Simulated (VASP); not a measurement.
Set up this calculation in VASP 6.6.1, as the native input.

| Property | Result |
| --- | --- |
| Task | single point |
| Functional | LDA |
| Potentials or basis | VASP PAW LDA potentials, release 64 (Ta_pv, N) |
| Cutoff | 520 eV |
| k mesh | 8 × 8 × 6 |
| Occupations | fermi-dirac, width 0.05 eV |
| Spin | no spin polarisation |
| Hubbard terms | Ta d U = 6.0 eV |
| Dipole correction | no |
| Further INCAR settings | ALGO = Normal; EDIFF = 1e-07; NBANDS = 24 |

The structure of TaN lies in POSCAR:

```
TaN
1.0
    4.1588316672      0.0000000000      0.0000000000
    0.0000000000      4.1588316672      0.0000000000
    0.0000000000      0.0000000000      3.0886099670
Ta N
2 2
Direct
    0.0000000000      0.0000000000      0.0000000000
    0.5000000000      0.5000000000      0.0000000000
    0.5000000000      0.0000000000     -0.0000043467
    0.0000000000      0.5000000000      1.0000043467
```

The input as run:

INCAR

```
PREC = Accurate
ENCUT = 520
EDIFF = 1E-7
ISMEAR = -1
SIGMA = 0.05
LREAL = False
LASPH = True
NELM = 150
ALGO = Normal
ISIF = 2
LWAVE = False
LCHARG = False
LMAXMIX = 4
LDAU = True
LDAUTYPE = 2
LDAUL = 2 -1
LDAUU = 6 0
LDAUJ = 0 0
LDAUPRINT = 1
GGA = CA
NBANDS = 24
```

KPOINTS

```
Automatic mesh
0
Gamma
  8 8 6
```

Potentials or basis: VASP PAW LDA potentials, release 64 (Ta_pv, N).

Launch:

```bash
$ cat potpaw_LDA.64/Ta_pv/POTCAR potpaw_LDA.64/N/POTCAR > POTCAR
$ mpirun -np 1 vasp_std > vasp.out
```

It gave:

```
Pressure               : 8.4 GPa
Band gap on the k mesh : zero (band 16 reaches 8.19 eV, above the bottom of band 17 at 4.17 eV)
```

Caveat: spin-orbit coupling is left out, which moves the levels of the heavy elements; U without spin polarisation on a metal has little footing.

It took 31 s on 1 thread of Intel(R) Xeon(R) Platinum 8488C (Sapphire Rapids) (shared host), peak memory 0.19 GiB.
